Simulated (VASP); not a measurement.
Input of a VASP 6.6.1 run:

INCAR

```
PREC = Accurate
ENCUT = 600
EDIFF = 1E-8
ISMEAR = -1
SIGMA = 0.05
LREAL = F
LASPH = T
NELM = 100
ALGO = Normal
ISIF = 3
LWAVE = F
LCHARG = F
GGA = PS
IBRION = 6
NFREE = 2
POTIM = 0.015
NSW = 1
```

The input KPOINTS:

```
regular mesh
0
Gamma
  8 8 8
```

File POSCAR:

```
MoS2
1.0
    1.5800000000      0.9122134253      6.1500000000
   -1.5800000000      0.9122134253      6.1500000000
    0.0000000000     -1.8244268506      6.1500000000
Mo S
1 2
Direct
    0.0000000000      0.0000000000      0.0000000000
    0.4170000000      0.4170000000      0.4170000000
    0.2500000000      0.2500000000      0.2500000000
```

Potentials or basis: VASP PAW PBE potentials, release 64 (Mo_sv, S).

Launch:

```console
$ cat potpaw_PBE.64/Mo_sv/POTCAR potpaw_PBE.64/S/POTCAR > POTCAR
$ mpirun -np 1 vasp_std > vasp.out
```

Problem. Estimate the Voigt bulk modulus.

Solution. 70 GPa.

Problem. Predict the highest phonon frequency at Γ, LO-TO splitting left out.

Solution. 471 cm⁻¹.

Phonon frequencies in cm⁻¹ (negative: imaginary):
```tsv
q point	frequencies
(0.000, 0.000, 0.000)	0 0 0 290 290 387 387 413 471
```

Caveat: the PAW data sets were made with another functional, which shifts forces and pressure a little.
